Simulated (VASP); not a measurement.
Set up this calculation in VASP 6.6.1, as the native input.

```
Task                   : single point
Functional             : PBE
Dispersion             : D3(BJ)
Potentials or basis    : VASP PAW PBE potentials, release 64 (C, H)
Cutoff                 : 520 eV
k mesh                 : 6 × 6 × 1
Occupations            : gaussian, width 0.1 eV
Spin                   : no spin polarisation
Dipole correction      : yes
Further INCAR settings : ALGO = Normal; EDIFF = 1e-06; NBANDS = 28
```

The structure of HC4 lies in POSCAR:

```
HC4
1.0
    4.9313048819      0.0000000000      0.0000000000
   -2.4656524409      4.2706353015      0.0000000000
    0.0000000000      0.0000000000     18.0000331942
C H
8 2
Direct
    0.3333333333      0.1666666667      0.2222236565
    0.3333333333      0.6666666667      0.2222236565
    0.8333333333      0.1666666667      0.2222236565
    0.8333333333      0.6666666667      0.2222236565
    0.1666666667      0.3333333333      0.2222218124
    0.1666666667      0.8333333333      0.2222218124
    0.6666666667      0.3333333333      0.2222218124
    0.6666666667      0.8333333333      0.2222218124
    0.2572885523      0.1666666667      0.3183345904
    0.4093781144      0.1666666667      0.3183345904
```

The input as run:

INCAR

```
PREC = Accurate ; ENCUT = 520
EDIFF = 1E-6 ; ISMEAR = 0
SIGMA = 0.1 ; LREAL = F
LASPH = T ; NELM = 60
ALGO = Normal ; ISIF = 2
LWAVE = F ; LCHARG = F
LDIPOL = T ; IDIPOL = 3
DIPOL = 0.5 0.5 0.241 ; GGA = PE
IVDW = 12 ; NBANDS = 28
```

KPOINTS

```
Automatic mesh
0
Gamma
  6 6 1
```

Potentials or basis: VASP PAW PBE potentials, release 64 (C, H).

Run with:

```bash
$ cat potpaw_PBE.64/C/POTCAR potpaw_PBE.64/H/POTCAR > POTCAR
$ mpirun -np 1 vasp_std > vasp.out
```

It gave:

```
Largest force              : 2.277 eV/Å
Band gap on the k mesh     : 0.27 eV
Dispersion energy per atom : -0.083 eV
```

Wall time 2.7 min on 1 thread of Intel(R) Xeon(R) 6975P-C (Granite Rapids), with other jobs on the host, peak memory 0.53 GiB.
